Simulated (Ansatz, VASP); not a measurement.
# One calculation of Te, two programs

File INCAR:

```
PREC = Accurate
ENCUT = 520
EDIFF = 1E-8
ISMEAR = -1
SIGMA = 0.05
LREAL = False
LASPH = True
NELM = 100
ALGO = Normal
ISIF = 2
LWAVE = False
LCHARG = False
GGA = CA
LEFG = True
NBANDS = 16
```

File KPOINTS:

```
regular mesh
0
Gamma
  8 8 8
```

File POSCAR:

```
Te
1.0
    4.3171426514     -2.4177059245      0.0000000000
    4.3171426514      2.4177059245      0.0000000000
   -0.1330084927      0.0000000000      4.0349648028
Te
3
Direct
    0.6760000000      0.6760000000      0.6750000000
    0.3240000000      0.3240000000      0.3250000000
    0.0000000000      0.0000000000      0.0000000000
```

Input for Ansatz:

```yaml
crystal:
  lattice:
    - [4.3171426514, -2.4177059245, 0.0]
    - [4.3171426514, 2.4177059245, 0.0]
    - [-0.1330084927, 0.0, 4.0349648028]
  atoms:
    - { symbol: Te, position: [0.676, 0.676, 0.675] }
    - { symbol: Te, position: [0.324, 0.324, 0.325] }
    - { symbol: Te, position: [0.0, 0.0, 0.0] }
kpoints:
  mp_grid: { grid: [8, 8, 8] }
scf:
  occupations: { method: fermi_dirac, width: 0.05 }
hamiltonian:
  xc: lda
  pseudopotentials: { kind: all_electron, datasets: crystal }
output:
  forces: true
  stress: true
  eigenvalues: true
  efg: { contact_densities: true }
```

Change from the starting cell: volume scaled by 1.06, crystal datasets.

Alike in both runs: task electric field gradients; functional LDA; k mesh 8 × 8 × 8; occupations fermi-dirac, width 0.05 eV; no spin polarisation.

|  | VASP | Ansatz |
| --- | --- | --- |
| version | VASP 6.6.1 | Ansatz 0.2.0 |
| potentials or method | VASP PAW LDA potentials, release 64 (Te), cutoff 520 eV | all-electron PAW with datasets made for the crystal, scalar-relativistic |

Ansatz gave:

* pressure (GPa): 0.3
* traceless stress, the component that is largest in VASP (GPa): 2.44
* rms of the force components (eV/Å): 0.145
* size of Vzz on the site where it differs most (V/Å²): 326.6

Question: Which values does VASP return?

Answer: Pressure (GPa): 0.4; traceless stress, the component that is largest in VASP (GPa): 2.37; rms of the force components (eV/Å): 0.149; size of Vzz on the site where it differs most (V/Å²): 315.2.

LDA's correlation is that of Perdew and Zunger in VASP and of Perdew and Wang (1992) in Ansatz. Atom by atom the forces differ by 0.004 eV/Å (rms over components). Ansatz ran all-electron here, and VASP with PAW potentials.

Neither program's run includes spin-orbit coupling.
